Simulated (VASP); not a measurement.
# HfVS3 (Pm-3m) in VASP: single point with PBE

Aim: the single point of HfVS3 with PBE.

All numbers are computed with VASP 6.6.1; they aren't measurements. Logs are shortened: lines on timing, memory, paths and dates and some standing lists are left out, and cuts for length are marked.

**1. The cell of the first run**

Symmetry: Pm-3m, No. 221, cubic system. Conventional cell: a = 4.530 Å, b = 4.530 Å, c = 4.530 Å, α = 90.00°, β = 90.00°, γ = 90.00°. Within 4.2 Å of Hf (site symmetry m-3m) lie 12 S at 3.20 Å and 8 V at 3.92 Å. Within 3.0 Å of V (site symmetry m-3m) lie 6 S at 2.27 Å. Within 3.0 Å of S (site symmetry 4/mmm) lie 2 V at 2.27 Å.

**2. Single point, PBE, collinear spin, ferromagnetic start**

INCAR

```
SYSTEM = HfVS3
  ALGO = Normal
  EDIFF = 1E-7
  ENCUT = 520
  GGA = PE
  ISIF = 2
  ISMEAR = 0
  ISPIN = 2
  LASPH = .TRUE.
  LCHARG = .FALSE.
  LMAXMIX = 4
  LORBIT = 11
  LREAL = .FALSE.
  LWAVE = .FALSE.
  MAGMOM = 0.73 1.33 0 0 0
  NBANDS = 32
  NELM = 150
  PREC = Accurate
  SIGMA = 0.1
```

KPOINTS

```
k-points
0
G
  8 8 8
  0 0 0
```

POSCAR

```
HfVS3
1.0
    4.5303541176      0.0000000000      0.0000000000
    0.0000000000      4.5303541176      0.0000000000
    0.0000000000      0.0000000000      4.5303541176
Hf V S
1 1 3
Direct
    0.0000000000      0.0000000000      0.0000000000
    0.5000000000      0.5000000000      0.5000000000
    0.0000000000      0.5000000000      0.5000000000
    0.5000000000      0.0000000000      0.5000000000
    0.5000000000      0.5000000000      0.0000000000
```

Potentials or basis: VASP PAW PBE potentials, release 64 (Hf_pv, V_sv, S).

Run with:

```
> cat potpaw_PBE.64/Hf_pv/POTCAR potpaw_PBE.64/V_sv/POTCAR potpaw_PBE.64/S/POTCAR > POTCAR
> mpirun -np 1 vasp_std > vasp.out
```

OUTCAR:

```text
SYSTEM = HfVS3
   EDIFF = 1E-7
   ENCUT = 520
   GGA = PE
   ISIF = 2
   ISMEAR = 0
   ISPIN = 2
   LASPH = .TRUE.
   LORBIT = 11
   LREAL = .FALSE.
   NELM = 150
   PREC = Accurate

 ion  position               nearest neighbor table
   1  0.000  0.000  0.000-   3 3.20   4 3.20   5 3.20   3 3.20   4 3.20   3 3.20   5 3.20   3 3.20
                             4 3.20   5 3.20   4 3.20   5 3.20
   2  0.500  0.500  0.500-   3 2.27   4 2.27   5 2.27   5 2.27   4 2.27   3 2.27
   3  0.000  0.500  0.500-   2 2.27   2 2.27   1 3.20   1 3.20   1 3.20   1 3.20
   4  0.500  0.000  0.500-   2 2.27   2 2.27   1 3.20   1 3.20   1 3.20   1 3.20
   5  0.500  0.500  0.000-   2 2.27   2 2.27   1 3.20   1 3.20   1 3.20   1 3.20

  LATTYP: Found a simple cubic cell.
 ALAT       =     4.5303541176

  Lattice vectors:

 A1 = (   4.5303541176,   0.0000000000,   0.0000000000)
 A2 = (   0.0000000000,   4.5303541176,   0.0000000000)
 A3 = (   0.0000000000,   0.0000000000,   4.5303541176)

Analysis of symmetry for initial positions (statically):
=====================================================================
 Subroutine PRICEL returns:
 Original cell was already a primitive cell.

 Routine SETGRP: Setting up the symmetry group for a
 simple cubic supercell.

 Subroutine GETGRP returns: Found 48 space group operations
 (whereof 48 operations were pure point group operations)
 out of a pool of 48 trial point group operations.

The static configuration has the point symmetry O_h .

Analysis of symmetry for dynamics (positions and initial velocities):
=====================================================================
 Subroutine PRICEL returns:
 Original cell was already a primitive cell.

 Routine SETGRP: Setting up the symmetry group for a
 simple cubic supercell.

 Subroutine GETGRP returns: Found 48 space group operations
 (whereof 48 operations were pure point group operations)
 out of a pool of 48 trial point group operations.

The dynamic configuration has the point symmetry O_h .

Analysis of structural, dynamic, and magnetic symmetry:
=====================================================================
 Subroutine PRICEL returns:
 Original cell was already a primitive cell.

 Routine SETGRP: Setting up the symmetry group for a
 simple cubic supercell.

 Subroutine GETGRP returns: Found 48 space group operations
 (whereof 48 operations were pure point group operations)
 out of a pool of 48 trial point group operations.

The overall configuration has the point symmetry O_h .

 Subroutine INISYM returns: Found 48 space group operations
 (whereof 48 operations are pure point group operations),
 and found     1 'primitive' translations

----------------------------------------------------------------------------------------

                                     Primitive cell

  volume of cell :      92.9815

  direct lattice vectors                    reciprocal lattice vectors
     4.530354118  0.000000000  0.000000000     0.220733297  0.000000000  0.000000000
     0.000000000  4.530354118  0.000000000     0.000000000  0.220733297  0.000000000
     0.000000000  0.000000000  4.530354118     0.000000000  0.000000000  0.220733297

  length of vectors
     4.530354118  4.530354118  4.530354118     0.220733297  0.220733297  0.220733297

  position of ions in fractional coordinates (direct lattice)
     0.000000000  0.000000000  0.000000000
     0.500000000  0.500000000  0.500000000
     0.000000000  0.500000000  0.500000000
     0.500000000  0.000000000  0.500000000
     0.500000000  0.500000000  0.000000000

  ion indices of the primitive-cell ions
   primitive index   ion index
                 1           1
                 2           2
                 3           3
                 4           4
                 5           5

----------------------------------------------------------------------------------------

 KPOINTS: k-points

Automatic generation of k-mesh.
 Grid dimensions read from file:
 generate k-points for:    8    8    8

 Generating k-lattice:

  Cartesian coordinates                     Fractional coordinates (reciprocal lattice)
     0.027591662  0.000000000  0.000000000     0.125000000  0.000000000  0.000000000
     0.000000000  0.027591662  0.000000000     0.000000000  0.125000000  0.000000000
     0.000000000  0.000000000  0.027591662     0.000000000  0.000000000  0.125000000

  Length of vectors
     0.027591662  0.027591662  0.027591662

  Shift w.r.t. Gamma in fractional coordinates (k-lattice)
     0.000000000  0.000000000  0.000000000

 Subroutine IBZKPT returns following result:
 ===========================================

 Found     35 irreducible k-points:

 Following reciprocal coordinates:
            Coordinates               Weight
  0.000000  0.000000  0.000000      1.000000
  0.125000  0.000000  0.000000      6.000000
  0.250000  0.000000  0.000000      6.000000
  0.375000  0.000000  0.000000      6.000000
  0.500000  0.000000  0.000000      3.000000
  0.125000  0.125000  0.000000     12.000000
[... 16 lines left out ...]
  0.375000  0.375000  0.125000     24.000000
  0.500000  0.375000  0.125000     24.000000
 [... further k-points ...]
   k-points           NKPTS =     35   k-points in BZ     NKDIM =     35   number of bands    NBANDS=     32
   number of dos      NEDOS =    301   number of ions     NIONS =      5
   total plane-waves  NPLWV =  46656
   dimension x,y,z NGX =    36 NGY =   36 NGZ =   36
   dimension x,y,z NGXF=    72 NGYF=   72 NGZF=   72
   ions per type =               1   1   3
   NGX,Y,Z   is equivalent  to a cutoff of  13.21, 13.21, 13.21 a.u.
   NGXF,Y,Z  is equivalent  to a cutoff of  26.42, 26.42, 26.42 a.u.
 SYSTEM =  HfVS3
   PREC   = accura    normal or accurate (medium, high low for compatibility)
   ISTART =      0    job   : 0-new  1-cont  2-samecut
   ICHARG =      2    charge: 1-file 2-atom 10-const
   ISPIN  =      2    spin polarized calculation?
   LNONCOLLINEAR =      F non collinear calculations
   LSORBIT =      F    spin-orbit coupling
   LASPH  =      T    aspherical Exc in radial PAW
   ENCUT  =  520.0 eV  38.22 Ry    6.18 a.u.   8.42  8.42  8.42*2*pi/ulx,y,z
   NELM   =    150;   NELMIN=  2; NELMDL= -5     # of ELM steps
   EDIFF  = 0.1E-06   stopping-criterion for ELM
   LREAL  =      F    real-space projection
   EDIFFG = 0.1E-05   stopping-criterion for IOM
   NSW    =      0    number of steps for IOM
   IBRION =     -1    ionic relax: 0-MD 1-quasi-New 2-CG
   NFREE  =      0    steps in history (QN), initial steepest desc. (CG)
   ISIF   =      2    stress and relaxation
   ISYM   =      2    0-nonsym 1-usesym 2-fastsym
   POTIM  = 0.5000    time-step for ionic-motion
   TEBEG  =    0.0;   TEEND  =   0.0 temperature during run
   PSTRESS=    0.0 pullay stress
   NELECT =      41.0000    total number of electrons
   NUPDOWN=      -1.0000    fix difference up-down
   EMIN   =  10.00;   EMAX   =-10.00  energy-range for DOS
   EFERMI =   0.00;   METHOD = LEGACY
   ISMEAR =     0;   SIGMA  =   0.10  broadening in eV -4-tet -1-fermi 0-gaus
   EFERMI_NEDOS =   21; number of points for ismear=-14 and -15
   IALGO  =     38    algorithm
   IMIX   =      4    mixing-type and parameters
     AMIX     =   0.40;   BMIX     =  1.00
     AMIX_MAG =   1.60;   BMIX_MAG =  1.00
  volume/ion in A,a.u.               =      18.60       125.49
  Fermi-wavevector in a.u.,A,eV,Ry     =   1.246055  2.354703 21.125136  1.552654
  Thomas-Fermi vector in A             =   2.380250
   LORBIT       =     11    0 simple, 1 ext, 2 COOP (PROOUT), +10 PAW based schemes
   GGA     = PE    functional components
   LHFCALC =     F    Hartree Fock is set to
   AEXX    =    0.0000 exact exchange contribution
   IVDW    =     0    specifies the selected vdW correction
   LEPSILON=     F    determine dielectric tensor
   LRPA    =     F    only Hartree local field effects (RPA)
 spin polarized calculation
 Gauss-broadening in eV      SIGMA  =   0.10
  energy-cutoff  :      520.00
  volume of cell :       92.98
 maximum number of plane-waves:      2526
 NGX is ok and might be reduce to    36
   NGX = 17   NGY = 17   NGZ = 17

 number of electron      40.9999993 magnetization       2.0604932

 Free energy of the ion-electron system (eV)
  ---------------------------------------------------
  ext. energy  EPLUGINS =         0.00000000
  ---------------------------------------------------
  free energy    TOTEN  =       -32.45617783 eV

  energy without entropy =      -32.42500021  energy(sigma->0) =      -32.44058902

 E-fermi :   6.9092     XC(G=0): -10.7271

 val. band max:        6.9065427108   @ k =   0.3750   0.1250   0.0000
 cond. band min:       6.9100853595   @ k =   0.2500   0.1250   0.0000
 fundamental gap:      0.0035426487
 Fermi energy:         6.9092160562

 spin component 1

 k-point     1 :       0.0000    0.0000    0.0000
  band No.  band energies     occupation
      1     -58.3053      1.00000
      2     -32.2183      1.00000
      3     -32.2183      1.00000
      4     -32.2183      1.00000
      5     -26.3919      1.00000
      6     -26.3919      1.00000
[... 24 lines left out ...]
     31      13.1093      0.00000
     32      14.8997      0.00000

 k-point     2 :       0.1250    0.0000    0.0000
  band No.  band energies     occupation
      1     -58.3053      1.00000
      2     -32.2191      1.00000
      3     -32.2183      1.00000
      4     -32.2182      1.00000
      5     -26.3929      1.00000
      6     -26.3918      1.00000
[... 24 lines left out ...]
     31      13.4237      0.00000
     32      14.2202      0.00000
[... 733 lines left out ...]
     31      11.7956      0.00000
     32      13.1743      0.00000

 k-point    24 :       0.5000    0.3750    0.1250
  band No.  band energies     occupation
      1     -58.3050      1.00000
      2     -32.2237      1.00000
      3     -32.2229      1.00000
      4     -32.2188      1.00000
      5     -26.3980      1.00000
      6     -26.3969      1.00000
[... 24 lines left out ...]
     31      12.1677      0.00000
     32      13.0982      0.00000

 [... further k-points ...]

 spin component 2

 k-point     1 :       0.0000    0.0000    0.0000
  band No.  band energies     occupation
      1     -57.0444      1.00000
      2     -30.9739      1.00000
      3     -30.9739      1.00000
      4     -30.9739      1.00000
      5     -26.0990      1.00000
      6     -26.0990      1.00000
[... 24 lines left out ...]
     31      13.5787      0.00000
     32      15.1107      0.00000

 k-point     2 :       0.1250    0.0000    0.0000
  band No.  band energies     occupation
      1     -57.0444      1.00000
      2     -30.9749      1.00000
      3     -30.9739      1.00000
      4     -30.9739      1.00000
      5     -26.1000      1.00000
      6     -26.0990      1.00000
[... 24 lines left out ...]
     31      13.8756      0.00000
     32      14.5042      0.00000
[... 733 lines left out ...]
     31      12.1475      0.00000
     32      13.4969      0.00000

 k-point    24 :       0.5000    0.3750    0.1250
  band No.  band energies     occupation
      1     -57.0441      1.00000
      2     -30.9803      1.00000
      3     -30.9793      1.00000
      4     -30.9746      1.00000
      5     -26.1049      1.00000
      6     -26.1038      1.00000
[... 24 lines left out ...]
     31      12.4994      0.00000
     32      13.4700      0.00000

 [... further k-points ...]

------------------------ aborting loop because EDIFF is reached ----------------------------------------

  FORCE on cell =-STRESS in cart. coord.  units (eV):
  Direction    XX          YY          ZZ          XY          YZ          ZX
  --------------------------------------------------------------------------------------
  -------------------------------------------------------------------------------------
  Total       -0.1490540     -0.1490540     -0.1490540     -0.0000000     -0.0000000      0.0000000
  in kB       -2.5683711     -2.5683711     -2.5683711     -0.0000000     -0.0000000      0.0000000
  external PRESSURE =      -2.5683711 kB  Pullay stress =       0.0000000 kB

 VOLUME and BASIS-vectors are now :
 -----------------------------------------------------------------------------
  energy-cutoff  :      520.00
  volume of cell :       92.98
      direct lattice vectors                 reciprocal lattice vectors
     4.530354118  0.000000000  0.000000000     0.220733297  0.000000000  0.000000000
     0.000000000  4.530354118  0.000000000     0.000000000  0.220733297  0.000000000
     0.000000000  0.000000000  4.530354118     0.000000000  0.000000000  0.220733297

 POSITION                                       TOTAL-FORCE (eV/Angst)
 -----------------------------------------------------------------------------------
      0.00000      0.00000      0.00000         0.000000      0.000000      0.000000
      2.26518      2.26518      2.26518         0.000000      0.000000      0.000000
      0.00000      2.26518      2.26518         0.000000      0.000000      0.000000
      2.26518      0.00000      2.26518         0.000000      0.000000      0.000000
      2.26518      2.26518      0.00000         0.000000      0.000000      0.000000
 -----------------------------------------------------------------------------------
    total drift:                                0.000000      0.000000      0.000000

  FREE ENERGIE OF THE ION-ELECTRON SYSTEM (eV)
  ---------------------------------------------------
  free  energy   TOTEN  =       -32.4561778327 eV

  energy  without entropy=      -32.4250002115  energy(sigma->0) =      -32.44058902

 total charge

# of ion       s       p       d       tot
------------------------------------------
    1        0.257   6.079   1.234   7.571
    2        2.256   6.272   3.202  11.729
    3        1.352   2.388   0.000   3.741
    4        1.352   2.388   0.000   3.741
    5        1.352   2.388   0.000   3.741
--------------------------------------------------
tot          6.569  19.516   4.437  30.522

 magnetization (x)

# of ion       s       p       d       tot
------------------------------------------
    1        0.065   0.012   0.416   0.493
    2        0.013   0.011   1.244   1.268
    3        0.001  -0.039   0.000  -0.038
    4        0.001  -0.039   0.000  -0.038
    5        0.001  -0.039   0.000  -0.038
--------------------------------------------------
tot          0.081  -0.094   1.661   1.647
```

Wall time 12 min (1 thread of AMD EPYC, shared host); peak memory 0.32 GiB.

Results:

- Free energy: -32.4562 eV
- Pressure: -0.3 GPa
- Net moment: 2.06 μB per cell
- Site moments: Hf +0.49; V +1.27; S -0.04 μB
- Valence electrons inside the program's atomic spheres: Hf 7.57; V 11.73; S 3.74

Caveat: spin-orbit coupling is left out, which moves the levels of the heavy elements.
